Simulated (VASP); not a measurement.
Write the native input for VASP 6.6.1 that does the following.

| Quantity | Value |
| --- | --- |
| Task | single point |
| Functional | r2SCAN |
| Potentials or basis | VASP PAW PBE potentials, release 64 (Pt) |
| Cutoff | 520 eV |
| k mesh | 8 × 8 × 8 |
| Occupations | gaussian, width 0.1 eV |
| Spin | no spin polarisation |
| Dipole correction | no |
| Further INCAR settings | ALGO = Normal; EDIFF = 1e-06; NBANDS = 50 |

Crystal: Pt.

```xyz
8
Lattice="-3.9402 3.9402 0.0000 -3.9402 0.0000 3.9402 0.0000 3.9402 3.9402" Properties=species:S:1:pos:R:3 pbc="T T T"
Pt    0.0000    0.0000    0.0000
Pt   -1.9701    1.9701    0.0000
Pt   -1.9701    0.0000    1.9701
Pt    0.0000    1.9701    1.9701
Pt   -3.9402    1.9701    1.9701
Pt   -1.9701    3.9402    1.9701
Pt   -1.9701    1.9701    3.9402
Pt   -3.9402    3.9402    3.9402
```

The input as run:

POSCAR

```
Pt
1.0
   -3.9402207624      3.9402207624      0.0000000000
   -3.9402207624      0.0000000000      3.9402207624
    0.0000000000      3.9402207624      3.9402207624
Pt
8
Direct
    0.0000000000      0.0000000000      0.0000000000
    0.5000000000      0.0000000000      0.0000000000
    0.0000000000      0.5000000000      0.0000000000
    0.0000000000      0.0000000000      0.5000000000
    0.5000000000      0.5000000000      0.0000000000
    0.5000000000      0.0000000000      0.5000000000
    0.0000000000      0.5000000000      0.5000000000
    0.5000000000      0.5000000000      0.5000000000
```

INCAR.step1

```
  ALGO = Normal
  EDIFF = 1E-4
  ENCUT = 520
  GGA = PE
  ISMEAR = 0
  LASPH = T
  LCHARG = F
  LREAL = F
  LWAVE = T
  NBANDS = 50
  NELM = 60
  PREC = Accurate
  SIGMA = 0.1
```

INCAR.step2

```
  ALGO = Normal
  EDIFF = 1E-6
  ENCUT = 520
  ISIF = 2
  ISMEAR = 0
  ISTART = 1
  LASPH = T
  LCHARG = T
  LELF = T
  LMIXTAU = T
  LREAL = F
  LVHAR = T
  LWAVE = F
  METAGGA = R2SCAN
  NBANDS = 50
  NELM = 60
  PREC = Accurate
  SIGMA = 0.1
```

KPOINTS

```
k-points
0
Gamma
  8 8 8
```

Potentials or basis: VASP PAW PBE potentials, release 64 (Pt).

Launch:

```bash
$ cat potpaw_PBE.64/Pt/POTCAR > POTCAR
$ cp INCAR.step1 INCAR
$ mpirun -np 1 vasp_std > vasp.out
$ cp INCAR.step2 INCAR
$ mpirun -np 1 vasp_std > vasp.out
```

It gave:

* Pressure: 0.6 GPa
* Band gap on the k mesh: zero (bands 40 and 41 overlap by 0.84 eV)

Caveat: the PAW data sets were made with another functional, which shifts forces and pressure a little; spin-orbit coupling is left out, which moves the levels of the heavy elements.

It took 11 min on 1 thread of AMD EPYC 7R43 64-Core Processor (Zen 3), on a shared host, peak memory 0.3 GiB.
